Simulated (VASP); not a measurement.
# Ni2SbTe (P-6m2) in VASP: a series of runs

Runs on Ni2SbTe. Level: PBE. Tasks: single point.

All numbers are computed with VASP 6.6.1; they aren't measurements. Logs are shortened: lines on timing, memory, paths and dates and some standing lists are left out, and cuts for length are marked.

### 1 The cell of the first run

Symmetry: P-6m2, No. 187, hexagonal system. Conventional cell: a = 3.966 Å, b = 3.966 Å, c = 5.203 Å, α = 90.00°, β = 90.00°, γ = 120.00°. Within 3.5 Å of Te (site symmetry -6m2) lie 6 Ni at 2.64 Å and 6 Sb at 3.47 Å. Within 3.5 Å of Sb (site symmetry -6m2) lie 6 Ni at 2.63 Å and 6 Te at 3.47 Å. Ni (site symmetry 3m) has 2 Ni at 2.57 to 2.63 Å and 3 Sb at 2.63 Å and 3 Te at 2.64 Å within 3.4 Å.

### 2 Single point, PBE, collinear spin, ferromagnetic start

File INCAR:

```
SYSTEM = Ni2SbTe
  ALGO = Normal
  EDIFF = 1E-6
  ENCUT = 520
  GGA = PE
  ISIF = 2
  ISMEAR = -1
  ISPIN = 2
  LASPH = .True.
  LCHARG = .False.
  LMAXMIX = 4
  LORBIT = 11
  LREAL = .False.
  LWAVE = .False.
  MAGMOM = 0 0 1.25 1.25
  NBANDS = 28
  NELM = 150
  NUPDOWN = 2.5
  PREC = Accurate
  SIGMA = 0.05
```

File KPOINTS:

```
k-points
0
Gamma
  7 7 5
  0 0 0
```

File POSCAR:

```
Ni2SbTe
1.0
    3.9656228857      0.0000000000      0.0000000000
   -1.9828114428      3.4343301608      0.0000000000
    0.0000000000      0.0000000000      5.2034824400
Te Sb Ni
1 1 2
Direct
    0.3333333333      0.6666666667      0.0000000000
    0.6666666667      0.3333333333      0.5000000000
    0.0000000000      0.0000000000      0.2531824000
    0.0000000000      0.0000000000      0.7468176000
```

Potentials or basis: VASP PAW PBE potentials, release 64 (Te, Sb, Ni).

Started as:

```sh
cat potpaw_PBE.64/Te/POTCAR potpaw_PBE.64/Sb/POTCAR potpaw_PBE.64/Ni/POTCAR > POTCAR
mpirun -np 1 vasp_std > vasp.out
```

OUTCAR:

```text
SYSTEM = Ni2SbTe
   EDIFF = 1E-6
   ENCUT = 520
   GGA = PE
   ISIF = 2
   ISMEAR = -1
   ISPIN = 2
   LASPH = .True.
   LORBIT = 11
   LREAL = .False.
   NELM = 150
   NUPDOWN = 2.5
   PREC = Accurate

 ion  position               nearest neighbor table
   1  0.333  0.667  0.000-   3 2.64   4 2.64   3 2.64   4 2.64   3 2.64   4 2.64   2 3.47   2 3.47
                             2 3.47   2 3.47   2 3.47   2 3.47
   2  0.667  0.333  0.500-   3 2.63   4 2.63   3 2.63   4 2.63   3 2.63   4 2.63   1 3.47   1 3.47
                             1 3.47   1 3.47   1 3.47   1 3.47
   3  0.000  0.000  0.253-   4 2.57   2 2.63   2 2.63   2 2.63   4 2.63   1 2.64   1 2.64   1 2.64

   4  0.000  0.000  0.747-   3 2.57   2 2.63   2 2.63   2 2.63   3 2.63   1 2.64   1 2.64   1 2.64

  LATTYP: Found a hexagonal cell.
 ALAT       =     3.9656228857
 C/A-ratio  =     1.3121475718

  Lattice vectors:

 A1 = (   3.9656228857,   0.0000000000,   0.0000000000)
 A2 = (  -1.9828114428,   3.4343301608,   0.0000000000)
 A3 = (   0.0000000000,   0.0000000000,   5.2034824400)

Analysis of symmetry for initial positions (statically):
=====================================================================
 Subroutine PRICEL returns:
 Original cell was already a primitive cell.

 Routine SETGRP: Setting up the symmetry group for a
 hexagonal supercell.

 Subroutine GETGRP returns: Found 12 space group operations
 (whereof 12 operations were pure point group operations)
 out of a pool of 24 trial point group operations.

The static configuration has the point symmetry D_3h.

Analysis of symmetry for dynamics (positions and initial velocities):
=====================================================================
 Subroutine PRICEL returns:
 Original cell was already a primitive cell.

 Routine SETGRP: Setting up the symmetry group for a
 hexagonal supercell.

 Subroutine GETGRP returns: Found 12 space group operations
 (whereof 12 operations were pure point group operations)
 out of a pool of 24 trial point group operations.

The dynamic configuration has the point symmetry D_3h.

Analysis of structural, dynamic, and magnetic symmetry:
=====================================================================
 Subroutine PRICEL returns:
 Original cell was already a primitive cell.

 Routine SETGRP: Setting up the symmetry group for a
 hexagonal supercell.

 Subroutine GETGRP returns: Found 12 space group operations
 (whereof 12 operations were pure point group operations)
 out of a pool of 24 trial point group operations.

The overall configuration has the point symmetry D_3h.

 Subroutine INISYM returns: Found 12 space group operations
 (whereof 12 operations are pure point group operations),
 and found     1 'primitive' translations

----------------------------------------------------------------------------------------

                                     Primitive cell

  volume of cell :      70.8676

  direct lattice vectors                    reciprocal lattice vectors
     3.965622886  0.000000000  0.000000000     0.252167195  0.145588798  0.000000000
    -1.982811443  3.434330161  0.000000000     0.000000000  0.291177596  0.000000000
     0.000000000  0.000000000  5.203482440     0.000000000  0.000000000  0.192178990

  length of vectors
     3.965622886  3.965622886  5.203482440     0.291177596  0.291177596  0.192178990

  position of ions in fractional coordinates (direct lattice)
     0.333333333  0.666666667  0.000000000
     0.666666667  0.333333333  0.500000000
     0.000000000  0.000000000  0.253182400
     0.000000000  0.000000000  0.746817600

  ion indices of the primitive-cell ions
   primitive index   ion index
                 1           1
                 2           2
                 3           3
                 4           4

----------------------------------------------------------------------------------------

 KPOINTS: k-points

Automatic generation of k-mesh.
 Grid dimensions read from file:
 generate k-points for:    7    7    5

 Generating k-lattice:

  Cartesian coordinates                     Fractional coordinates (reciprocal lattice)
     0.036023885  0.020798400  0.000000000     0.142857143  0.000000000  0.000000000
     0.000000000  0.041596799  0.000000000     0.000000000  0.142857143  0.000000000
     0.000000000  0.000000000  0.038435798     0.000000000  0.000000000  0.200000000

  Length of vectors
     0.041596799  0.041596799  0.038435798

  Shift w.r.t. Gamma in fractional coordinates (k-lattice)
     0.000000000  0.000000000  0.000000000

 Subroutine IBZKPT returns following result:
 ===========================================

 Found     24 irreducible k-points:

 Following reciprocal coordinates:
            Coordinates               Weight
  0.000000  0.000000  0.000000      1.000000
  0.142857  0.000000  0.000000      6.000000
  0.285714  0.000000  0.000000      6.000000
  0.428571  0.000000  0.000000      6.000000
  0.142857  0.142857  0.000000      6.000000
  0.285714  0.142857  0.000000     12.000000
[... 16 lines left out ...]
  0.428571  0.142857  0.400000     12.000000
  0.285714  0.285714  0.400000     12.000000
   k-points           NKPTS =     24   k-points in BZ     NKDIM =     24   number of bands    NBANDS=     28
   number of dos      NEDOS =    301   number of ions     NIONS =      4
   total plane-waves  NPLWV =  36000
   dimension x,y,z NGX =    30 NGY =   30 NGZ =   40
   dimension x,y,z NGXF=    60 NGYF=   60 NGZF=   80
   ions per type =               1   1   2
   NGX,Y,Z   is equivalent  to a cutoff of  12.58, 12.58, 12.78 a.u.
   NGXF,Y,Z  is equivalent  to a cutoff of  25.15, 25.15, 25.56 a.u.
 SYSTEM =  Ni2SbTe
   PREC   = accura    normal or accurate (medium, high low for compatibility)
   ISTART =      0    job   : 0-new  1-cont  2-samecut
   ICHARG =      2    charge: 1-file 2-atom 10-const
   ISPIN  =      2    spin polarized calculation?
   LNONCOLLINEAR =      F non collinear calculations
   LSORBIT =      F    spin-orbit coupling
   LASPH  =      T    aspherical Exc in radial PAW
   ENCUT  =  520.0 eV  38.22 Ry    6.18 a.u.   7.37  7.37  9.68*2*pi/ulx,y,z
   NELM   =    150;   NELMIN=  2; NELMDL= -5     # of ELM steps
   EDIFF  = 0.1E-05   stopping-criterion for ELM
   LREAL  =      F    real-space projection
   EDIFFG = 0.1E-04   stopping-criterion for IOM
   NSW    =      0    number of steps for IOM
   IBRION =     -1    ionic relax: 0-MD 1-quasi-New 2-CG
   NFREE  =      0    steps in history (QN), initial steepest desc. (CG)
   ISIF   =      2    stress and relaxation
   ISYM   =      2    0-nonsym 1-usesym 2-fastsym
   POTIM  = 0.5000    time-step for ionic-motion
   TEBEG  =    0.0;   TEEND  =   0.0 temperature during run
   PSTRESS=    0.0 pullay stress
   NELECT =      31.0000    total number of electrons
   NUPDOWN=       2.5000    fix difference up-down
   EMIN   =  10.00;   EMAX   =-10.00  energy-range for DOS
   EFERMI =   0.00;   METHOD = LEGACY
   ISMEAR =    -1;   SIGMA  =   0.05  broadening in eV -4-tet -1-fermi 0-gaus
   EFERMI_NEDOS =   21; number of points for ismear=-14 and -15
   IALGO  =     38    algorithm
   IMIX   =      4    mixing-type and parameters
     AMIX     =   0.40;   BMIX     =  1.00
     AMIX_MAG =   1.60;   BMIX_MAG =  1.00
  volume/ion in A,a.u.               =      17.72       119.56
  Fermi-wavevector in a.u.,A,eV,Ry     =   1.242738  2.348434 21.012804  1.544398
  Thomas-Fermi vector in A             =   2.377079
   LORBIT       =     11    0 simple, 1 ext, 2 COOP (PROOUT), +10 PAW based schemes
   GGA     = PE    functional components
   LHFCALC =     F    Hartree Fock is set to
   AEXX    =    0.0000 exact exchange contribution
   IVDW    =     0    specifies the selected vdW correction
   LEPSILON=     F    determine dielectric tensor
   LRPA    =     F    only Hartree local field effects (RPA)
 spin polarized calculation
  energy-cutoff  :      520.00
  volume of cell :       70.87
 maximum number of plane-waves:      1934
 NGX is ok and might be reduce to    30
   NGX = 15   NGY = 15   NGZ = 19

 number of electron      31.0000014 magnetization       2.5000001

 Free energy of the ion-electron system (eV)
  ---------------------------------------------------
  ext. energy  EPLUGINS =         0.00000000
  ---------------------------------------------------
  free energy    TOTEN  =       -18.13489199 eV

  energy without entropy =      -18.11460270  energy(sigma->0) =      -18.12474734

 E-fermi :   9.0937     XC(G=0): -11.3876

 val. band max:       10.8458141979   @ k =   0.4286   0.0000   0.2000
 cond. band min:       9.1356076080   @ k =   0.0000   0.0000   0.4000
 fundamental gap:     -1.7102065899
 Fermi energy:        10.8470597785

 spin component 1

 k-point     1 :       0.0000    0.0000    0.0000
  band No.  band energies     occupation
      1      -4.1283      1.00000
      2       0.2568      1.00000
      3       3.0573      1.00000
      4       5.2390      1.00000
      5       5.2390      1.00000
      6       6.1268      1.00000
[... 19 lines left out ...]
     26      18.8869      0.00000
     27      18.8869      0.00000

 k-point     2 :       0.1429    0.0000    0.0000
  band No.  band energies     occupation
      1      -3.9128      1.00000
      2       0.2518      1.00000
      3       3.3259      1.00000
      4       5.1655      1.00000
      5       5.2769      1.00000
      6       6.0162      1.00000
[... 649 lines left out ...]
     26      20.3646      0.00000
     27      20.6501      0.00000

 k-point    24 :       0.2857    0.2857    0.4000
  band No.  band energies     occupation
      1      -2.2025      1.00000
      2       0.1385      1.00000
      3       3.3948      1.00000
      4       3.7783      1.00000
      5       4.2474      1.00000
      6       5.2349      1.00000
[... 19 lines left out ...]
     26      19.2945      0.00000
     27      20.0208      0.00000
 Fermi energy:         9.0937379228

 spin component 2

 k-point     1 :       0.0000    0.0000    0.0000
  band No.  band energies     occupation
      1      -3.8359      1.00000
      2       0.5486      1.00000
      3       3.4181      1.00000
      4       5.8433      1.00000
      5       5.8433      1.00000
      6       6.8298      1.00000
[... 19 lines left out ...]
     26      19.2686      0.00000
     27      19.2686      0.00000

 k-point     2 :       0.1429    0.0000    0.0000
  band No.  band energies     occupation
      1      -3.6196      1.00000
      2       0.5538      1.00000
      3       3.6881      1.00000
      4       5.6544      1.00000
      5       5.8687      1.00000
      6       6.6606      1.00000
[... 649 lines left out ...]
     26      20.6698      0.00000
     27      20.9522      0.00000

 k-point    24 :       0.2857    0.2857    0.4000
  band No.  band energies     occupation
      1      -1.8957      1.00000
      2       0.4738      1.00000
      3       3.6720      1.00000
      4       4.0884      1.00000
      5       4.5605      1.00000
      6       5.5162      1.00000
[... 19 lines left out ...]
     26      19.6010      0.00000
     27      20.3133      0.00000
 [bands above 27 left out]

------------------------ aborting loop because EDIFF is reached ----------------------------------------

  FORCE on cell =-STRESS in cart. coord.  units (eV):
  Direction    XX          YY          ZZ          XY          YZ          ZX
  --------------------------------------------------------------------------------------
  -------------------------------------------------------------------------------------
  Total        3.2375033      3.2375033      2.7576410      0.0000000      0.0000000      0.0000000
  in kB       73.1936243     73.1936243     62.3448752      0.0000000      0.0000000      0.0000000
  external PRESSURE =      69.5773746 kB  Pullay stress =       0.0000000 kB

 VOLUME and BASIS-vectors are now :
 -----------------------------------------------------------------------------
  energy-cutoff  :      520.00
  volume of cell :       70.87
      direct lattice vectors                 reciprocal lattice vectors
     3.965622886  0.000000000  0.000000000     0.252167195  0.145588798  0.000000000
    -1.982811443  3.434330161  0.000000000     0.000000000  0.291177596  0.000000000
     0.000000000  0.000000000  5.203482440     0.000000000  0.000000000  0.192178990

 POSITION                                       TOTAL-FORCE (eV/Angst)
 -----------------------------------------------------------------------------------
     -0.00000      2.28955      0.00000        -0.000000      0.000000      0.000000
      1.98281      1.14478      2.60174         0.000000     -0.000000      0.000000
      0.00000      0.00000      1.31743         0.000000     -0.000000     -0.074986
      0.00000      0.00000      3.88605        -0.000000      0.000000      0.074986
 -----------------------------------------------------------------------------------
    total drift:                                0.000000     -0.000000      0.000000

  FREE ENERGIE OF THE ION-ELECTRON SYSTEM (eV)
  ---------------------------------------------------
  free  energy   TOTEN  =       -18.1348919860 eV

  energy  without entropy=      -18.1146027030  energy(sigma->0) =      -18.12474734

 total charge

# of ion       s       p       d       tot
------------------------------------------
    1        1.376   1.907   0.099   3.382
    2        1.152   1.232   0.068   2.451
    3        0.434   0.460   8.408   9.301
    4        0.434   0.460   8.408   9.301
--------------------------------------------------
tot          3.396   4.058  16.982  24.436

 magnetization (x)

# of ion       s       p       d       tot
------------------------------------------
    1        0.052   0.210   0.012   0.273
    2        0.060   0.172   0.007   0.238
    3        0.020   0.051   0.719   0.790
    4        0.020   0.051   0.719   0.790
--------------------------------------------------
tot          0.151   0.484   1.456   2.091
```

Run time: 41 s. Hardware: 1 thread of AMD EPYC 9R45 (Zen 5), shared host; peak memory 0.23 GiB.

What came out:

- Free energy: -18.1349 eV
- Pressure: 7.0 GPa
- Largest force: 0.075 eV/Å
- Net moment: 2.50 μB per cell
- Site moments: Te +0.27; Sb +0.24; Ni +0.79 μB
- Valence electrons inside the program's atomic spheres: Te 3.38; Sb 2.45; Ni 9.30

Forces in eV/Å, atoms in the order of the input:
```
Te   0.000  0.000  0.000
Sb   0.000  0.000  0.000
Ni   0.000  0.000 -0.075
Ni   0.000  0.000  0.075
```

Stress tensor (GPa, compression positive):
```
7.32 0.00 0.00
0.00 7.32 0.00
0.00 0.00 6.23
```

Caveat: the cell stands under pressure; spin-orbit coupling is left out, which moves the levels of the heavy elements; the total moment is fixed, so each spin has its own Fermi level and the state may be an excited one.

### 3 Single point, PBE, collinear spin, ferromagnetic start

File INCAR:

```
SYSTEM = Ni2SbTe
PREC = Accurate ; ENCUT = 520
EDIFF = 1E-6 ; ISMEAR = -1
SIGMA = 0.05 ; LREAL = .False.
LASPH = .True. ; NELM = 150
ALGO = Normal ; ISIF = 2
LWAVE = .False. ; LCHARG = .True.
ISPIN = 2 ; MAGMOM = 0 0 1.5 1.5
LORBIT = 11 ; NUPDOWN = 3.0
LMAXMIX = 4 ; GGA = PE
LELF = .True. ; LVHAR = .True.
NBANDS = 28
```

File KPOINTS:

```
regular mesh
0
Gamma
  7 7 5
  0 0 0
```

POSCAR is that of step 2.

Potentials or basis: VASP PAW PBE potentials, release 64 (Te, Sb, Ni).

Started as:

```sh
cat potpaw_PBE.64/Te/POTCAR potpaw_PBE.64/Sb/POTCAR potpaw_PBE.64/Ni/POTCAR > POTCAR
mpirun -np 1 vasp_std > vasp.out
```

Run time: 45 s. Hardware: 1 thread of AMD EPYC 9R45 (Zen 5), shared host; peak memory 0.23 GiB.

The run converged. Its results:

```yaml
Free_energy: -17.6525 eV
Pressure: 8.9 GPa
Largest_force: 0.057 eV/Å
Net_moment: 3.00 μB per cell
Site_moments: Te +0.33; Sb +0.30; Ni +0.92 μB
Valence_electrons_inside_the_program's_atomic_spheres: Te 3.39; Sb 2.46; Ni 9.29
```

Forces on the atoms (eV/Å):
```
Te   0.000  0.000  0.000
Sb   0.000  0.000  0.000
Ni   0.000  0.000 -0.057
Ni   0.000  0.000  0.057
```

Stress tensor (GPa, compression positive):
```
9.04 0.00 0.00
0.00 9.04 0.00
0.00 0.00 8.60
```

Caveat: the cell stands under pressure; spin-orbit coupling is left out, which moves the levels of the heavy elements; the total moment is fixed, so each spin has its own Fermi level and the state may be an excited one.

(Continued in part 2 of 2.)
